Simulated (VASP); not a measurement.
# Yb (Fm-3m) in VASP: a series of runs

Yb is run at these levels: PBE; tasks: single point.

Program: VASP 6.6.1. These are calculated values, not measurements. Logs are shortened: lines on timing, memory, paths and dates and some standing lists are left out, and cuts for length are marked.

## 1. The cell of the first run

Symmetry: Fm-3m, No. 225, cubic system. The conventional cell has a = 5.486 Å, b = 5.486 Å, c = 5.486 Å, α = 90.00°, β = 90.00°, γ = 90.00°. Yb (site symmetry m-3m) has 12 Yb at 3.88 Å within 5.1 Å.

## 2. Single point, PBE, collinear spin, zero start

INCAR

```
  PREC = Accurate
  ENCUT = 520
  EDIFF = 1E-6
  ISMEAR = -1
  SIGMA = 0.05
  LREAL = False
  LASPH = True
  NELM = 150
  ALGO = Normal
  ISIF = 2
  LWAVE = False
  LCHARG = False
  ISPIN = 2
  MAGMOM = 0
  LORBIT = 11
  NUPDOWN = 0.0
  LMAXMIX = 6
  GGA = PE
  NBANDS = 22
```

KPOINTS

```
regular mesh
0
Gamma
  7 7 7
```

POSCAR

```
Yb
1.0
    0.0000000000      2.7431000000      2.7431000000
    2.7431000000      0.0000000000      2.7431000000
    2.7431000000      2.7431000000      0.0000000000
Yb
1
Direct
    0.0000000000      0.0000000000      0.0000000000
```

Potentials or basis: VASP PAW PBE potentials, release 64 (Yb).

Started as:

```console
> cat potpaw_PBE.64/Yb/POTCAR > POTCAR
> mpirun -np 1 vasp_std > vasp.out
```

OUTCAR:

```text
PREC = Accurate
   ENCUT = 520
   EDIFF = 1E-6
   ISMEAR = -1
   LREAL = False
   LASPH = True
   NELM = 150
   ISIF = 2
   ISPIN = 2
   LORBIT = 11
   NUPDOWN = 0.0
   GGA = PE

 ion  position               nearest neighbor table
   1  0.000  0.000  0.000-

  LATTYP: Found a face centered cubic cell.
 ALAT       =     5.4862000000

  Lattice vectors:

 A1 = (   0.0000000000,   2.7431000000,   2.7431000000)
 A2 = (   2.7431000000,   0.0000000000,   2.7431000000)
 A3 = (   2.7431000000,   2.7431000000,   0.0000000000)

Analysis of symmetry for initial positions (statically):
=====================================================================
 Subroutine PRICEL returns:
 Original cell was already a primitive cell.

 Routine SETGRP: Setting up the symmetry group for a
 face centered cubic supercell.

 Subroutine GETGRP returns: Found 48 space group operations
 (whereof 48 operations were pure point group operations)
 out of a pool of 48 trial point group operations.

The static configuration has the point symmetry O_h .

Analysis of symmetry for dynamics (positions and initial velocities):
=====================================================================
 Subroutine PRICEL returns:
 Original cell was already a primitive cell.

 Routine SETGRP: Setting up the symmetry group for a
 face centered cubic supercell.

 Subroutine GETGRP returns: Found 48 space group operations
 (whereof 48 operations were pure point group operations)
 out of a pool of 48 trial point group operations.

The dynamic configuration has the point symmetry O_h .

Analysis of structural, dynamic, and magnetic symmetry:
=====================================================================
 Subroutine PRICEL returns:
 Original cell was already a primitive cell.

 Routine SETGRP: Setting up the symmetry group for a
 face centered cubic supercell.

 Subroutine GETGRP returns: Found 48 space group operations
 (whereof 48 operations were pure point group operations)
 out of a pool of 48 trial point group operations.

The overall configuration has the point symmetry O_h .

 Subroutine INISYM returns: Found 48 space group operations
 (whereof 48 operations are pure point group operations),
 and found     1 'primitive' translations

----------------------------------------------------------------------------------------

                                     Primitive cell

  volume of cell :      41.2814

  direct lattice vectors                    reciprocal lattice vectors
     0.000000000  2.743100000  2.743100000    -0.182275528  0.182275528  0.182275528
     2.743100000  0.000000000  2.743100000     0.182275528 -0.182275528  0.182275528
     2.743100000  2.743100000  0.000000000     0.182275528  0.182275528 -0.182275528

  length of vectors
     3.879329223  3.879329223  3.879329223     0.315710475  0.315710475  0.315710475

  position of ions in fractional coordinates (direct lattice)
     0.000000000  0.000000000  0.000000000

  ion indices of the primitive-cell ions
   primitive index   ion index
                 1           1

----------------------------------------------------------------------------------------

 KPOINTS: regular mesh

Automatic generation of k-mesh.
 Grid dimensions read from file:
 generate k-points for:    7    7    7

 Generating k-lattice:

  Cartesian coordinates                     Fractional coordinates (reciprocal lattice)
    -0.026039361  0.026039361  0.026039361     0.142857143  0.000000000  0.000000000
     0.026039361 -0.026039361  0.026039361     0.000000000  0.142857143  0.000000000
     0.026039361  0.026039361 -0.026039361     0.000000000  0.000000000  0.142857143

  Length of vectors
     0.045101496  0.045101496  0.045101496

  Shift w.r.t. Gamma in fractional coordinates (k-lattice)
     0.000000000  0.000000000  0.000000000

 Subroutine IBZKPT returns following result:
 ===========================================

 Found     20 irreducible k-points:

 Following reciprocal coordinates:
            Coordinates               Weight
  0.000000  0.000000  0.000000      1.000000
  0.142857  0.000000  0.000000      8.000000
  0.285714  0.000000  0.000000      8.000000
  0.428571  0.000000  0.000000      8.000000
  0.142857  0.142857  0.000000      6.000000
  0.285714  0.142857  0.000000     24.000000
[... 12 lines left out ...]
 -0.428571  0.428571  0.142857     24.000000
 -0.285714  0.428571  0.142857     24.000000
   k-points           NKPTS =     20   k-points in BZ     NKDIM =     20   number of bands    NBANDS=     22
   number of dos      NEDOS =    301   number of ions     NIONS =      1
   total plane-waves  NPLWV =  27000
   dimension x,y,z NGX =    30 NGY =   30 NGZ =   30
   dimension x,y,z NGXF=    60 NGYF=   60 NGZF=   60
   ions per type =               1
   NGX,Y,Z   is equivalent  to a cutoff of  12.86, 12.86, 12.86 a.u.
   NGXF,Y,Z  is equivalent  to a cutoff of  25.71, 25.71, 25.71 a.u.
 SYSTEM =  unknown system
   PREC   = accura    normal or accurate (medium, high low for compatibility)
   ISTART =      0    job   : 0-new  1-cont  2-samecut
   ICHARG =      2    charge: 1-file 2-atom 10-const
   ISPIN  =      2    spin polarized calculation?
   LNONCOLLINEAR =      F non collinear calculations
   LSORBIT =      F    spin-orbit coupling
   LASPH  =      T    aspherical Exc in radial PAW
   ENCUT  =  520.0 eV  38.22 Ry    6.18 a.u.   7.21  7.21  7.21*2*pi/ulx,y,z
   NELM   =    150;   NELMIN=  2; NELMDL= -5     # of ELM steps
   EDIFF  = 0.1E-05   stopping-criterion for ELM
   LREAL  =      F    real-space projection
   EDIFFG = 0.1E-04   stopping-criterion for IOM
   NSW    =      0    number of steps for IOM
   IBRION =     -1    ionic relax: 0-MD 1-quasi-New 2-CG
   NFREE  =      0    steps in history (QN), initial steepest desc. (CG)
   ISIF   =      2    stress and relaxation
   ISYM   =      2    0-nonsym 1-usesym 2-fastsym
   POTIM  = 0.5000    time-step for ionic-motion
   TEBEG  =    0.0;   TEEND  =   0.0 temperature during run
   PSTRESS=    0.0 pullay stress
   NELECT =      24.0000    total number of electrons
   NUPDOWN=       0.0000    fix difference up-down
   EMIN   =  10.00;   EMAX   =-10.00  energy-range for DOS
   EFERMI =   0.00;   METHOD = LEGACY
   ISMEAR =    -1;   SIGMA  =   0.05  broadening in eV -4-tet -1-fermi 0-gaus
   EFERMI_NEDOS =   21; number of points for ismear=-14 and -15
   IALGO  =     38    algorithm
   IMIX   =      4    mixing-type and parameters
     AMIX     =   0.40;   BMIX     =  1.00
     AMIX_MAG =   1.60;   BMIX_MAG =  1.00
  volume/ion in A,a.u.               =      41.28       278.58
  Fermi-wavevector in a.u.,A,eV,Ry     =   1.366345  2.582017 25.400687  1.866898
  Thomas-Fermi vector in A             =   2.492493
   LORBIT       =     11    0 simple, 1 ext, 2 COOP (PROOUT), +10 PAW based schemes
   GGA     = PE    functional components
   LHFCALC =     F    Hartree Fock is set to
   AEXX    =    0.0000 exact exchange contribution
   IVDW    =     0    specifies the selected vdW correction
   LEPSILON=     F    determine dielectric tensor
   LRPA    =     F    only Hartree local field effects (RPA)
 spin polarized calculation
  energy-cutoff  :      520.00
  volume of cell :       41.28
 maximum number of plane-waves:      1139
 NGX is ok and might be reduce to    30
   NGX = 15   NGY = 15   NGZ = 15

 number of electron      23.9999992 magnetization       0.0000000

 number of electron      23.9999992 magnetization      -0.0000000

 Free energy of the ion-electron system (eV)
  ---------------------------------------------------
  ext. energy  EPLUGINS =         0.00000000
  ---------------------------------------------------
  free energy    TOTEN  =        -3.52292909 eV

  energy without entropy =       -3.50357678  energy(sigma->0) =       -3.51325293

 E-fermi :   1.1846     XC(G=0):  -8.8556

 val. band max:        1.1835802808   @ k =  -0.2857   0.4286   0.1429
 cond. band min:       1.1849388714   @ k =  -0.4286   0.2857   0.0000
 fundamental gap:      0.0013585906
 Fermi energy:         1.1846044940

 spin component 1

 k-point     1 :       0.0000    0.0000    0.0000
  band No.  band energies     occupation
      1     -50.6662      1.00000
      2     -22.9294      1.00000
      3     -22.9294      1.00000
      4     -22.9294      1.00000
      5      -3.6942      1.00000
      6       0.7482      0.99984
[... 14 lines left out ...]
     21      12.4565      0.00000
     22      14.1890      0.00000

 k-point     2 :       0.1429    0.0000    0.0000
  band No.  band energies     occupation
      1     -50.6646      1.00000
      2     -22.9697      1.00000
      3     -22.9349      1.00000
      4     -22.9349      1.00000
      5      -3.2878      1.00000
      6       0.7531      0.99982
[... 14 lines left out ...]
     21      13.2355      0.00000
     22      15.2519      0.00000
[... 408 lines left out ...]
      6       0.8062      0.99948
[... 14 lines left out ...]
     21      14.0582      0.00000
     22      15.8812      0.00000

 k-point    20 :      -0.2857    0.4286    0.1429
  band No.  band energies     occupation
      1     -50.6553      1.00000
      2     -23.0756      1.00000
      3     -23.0628      1.00000
      4     -22.9982      1.00000
      5       0.7519      0.99983
      6       0.7874      0.99965
[... 14 lines left out ...]
     21      14.3708      0.00000
     22      16.3509      0.00000
 Fermi energy:         1.1846318785

 spin component 2

 k-point     1 :       0.0000    0.0000    0.0000
  band No.  band energies     occupation
      1     -50.6662      1.00000
      2     -22.9294      1.00000
      3     -22.9294      1.00000
      4     -22.9294      1.00000
      5      -3.6942      1.00000
      6       0.7480      0.99984
[... 14 lines left out ...]
     21      12.4566      0.00000
     22      14.1892      0.00000

 k-point     2 :       0.1429    0.0000    0.0000
  band No.  band energies     occupation
      1     -50.6646      1.00000
      2     -22.9697      1.00000
      3     -22.9349      1.00000
      4     -22.9349      1.00000
      5      -3.2877      1.00000
      6       0.7529      0.99982
[... 14 lines left out ...]
     21      13.2355      0.00000
     22      15.2519      0.00000
[... 423 lines left out ...]
     21      14.0583      0.00000
     22      15.8812      0.00000

 k-point    20 :      -0.2857    0.4286    0.1429
  band No.  band energies     occupation
      1     -50.6553      1.00000
      2     -23.0756      1.00000
      3     -23.0628      1.00000
      4     -22.9982      1.00000
      5       0.7519      0.99983
      6       0.7874      0.99965
[... 14 lines left out ...]
     21      14.3709      0.00000
     22      16.3510      0.00000

------------------------ aborting loop because EDIFF is reached ----------------------------------------

  FORCE on cell =-STRESS in cart. coord.  units (eV):
  Direction    XX          YY          ZZ          XY          YZ          ZX
  --------------------------------------------------------------------------------------
  -------------------------------------------------------------------------------------
  Total       -0.6407618     -0.6407618     -0.6407618     -0.0000000     -0.0000000      0.0000000
  in kB      -24.8686523    -24.8686523    -24.8686523     -0.0000000     -0.0000000      0.0000000
  external PRESSURE =     -24.8686523 kB  Pullay stress =       0.0000000 kB

 VOLUME and BASIS-vectors are now :
 -----------------------------------------------------------------------------
  energy-cutoff  :      520.00
  volume of cell :       41.28
      direct lattice vectors                 reciprocal lattice vectors
     0.000000000  2.743100000  2.743100000    -0.182275528  0.182275528  0.182275528
     2.743100000  0.000000000  2.743100000     0.182275528 -0.182275528  0.182275528
     2.743100000  2.743100000  0.000000000     0.182275528  0.182275528 -0.182275528

 POSITION                                       TOTAL-FORCE (eV/Angst)
 -----------------------------------------------------------------------------------
      0.00000      0.00000      0.00000         0.000000     -0.000000      0.000000
 -----------------------------------------------------------------------------------
    total drift:                               -0.000000     -0.000000      0.000000

  FREE ENERGIE OF THE ION-ELECTRON SYSTEM (eV)
  ---------------------------------------------------
  free  energy   TOTEN  =        -3.5229290867 eV

  energy  without entropy=       -3.5035767752  energy(sigma->0) =       -3.51325293

 total charge

# of ion       s       p       d       f       tot
--------------------------------------------------
    1        2.212   5.980   0.207  13.649  22.048

 magnetization (x)

# of ion       s       p       d       f       tot
--------------------------------------------------
    1       -0.000   0.000   0.000  -0.000  -0.000
```

It took 2 min on 1 thread of Intel Xeon Platinum 8375C at 2.90GHz (Ice Lake), shared host; peak memory 0.21 GiB.

Results:

| Quantity | Value |
| --- | --- |
| Free energy | -3.5229 eV |
| Pressure | -2.5 GPa |
| Net moment | 0.00 μB per cell |
| Valence electrons inside the program's atomic spheres | Yb 22.05 |

Caveat: spin-orbit coupling is left out, which moves the levels of the heavy elements; the total moment is fixed, so each spin has its own Fermi level.

## 3. Single point, PBE, collinear spin, ferromagnetic start

INCAR

```
SYSTEM = Yb
PREC = Accurate
ENCUT = 520
EDIFF = 1E-6
ISMEAR = -1
SIGMA = 0.05
LREAL = .FALSE.
LASPH = .TRUE.
NELM = 150
ALGO = Normal
ISIF = 2
LWAVE = .FALSE.
LCHARG = .FALSE.
ISPIN = 2
MAGMOM = 0.2
LORBIT = 11
NUPDOWN = 0.2
LMAXMIX = 6
GGA = PE
NBANDS = 22
```

KPOINTS

```
Automatic mesh
0
G
  7 7 7
  0 0 0
```

POSCAR is that of step 2.

Potentials or basis: VASP PAW PBE potentials, release 64 (Yb).

Started as:

```console
> cat potpaw_PBE.64/Yb/POTCAR > POTCAR
> mpirun -np 1 vasp_std > vasp.out
```

Run time: 2.7 min. Hardware: 1 thread of Intel Xeon Platinum 8375C at 2.90GHz (Ice Lake), shared host; peak memory 0.21 GiB.

The run converged. Its results:

```
Free energy                                           : -3.5196 eV
Pressure                                              : -1.0 GPa
Net moment                                            : 0.20 μB per cell
Site moments                                          : Yb +0.07 μB
Valence electrons inside the program's atomic spheres : Yb 22.05
```

Caveat: spin-orbit coupling is left out, which moves the levels of the heavy elements; the total moment is fixed, so each spin has its own Fermi level. The state reached can hang on the start; a lower one may exist.
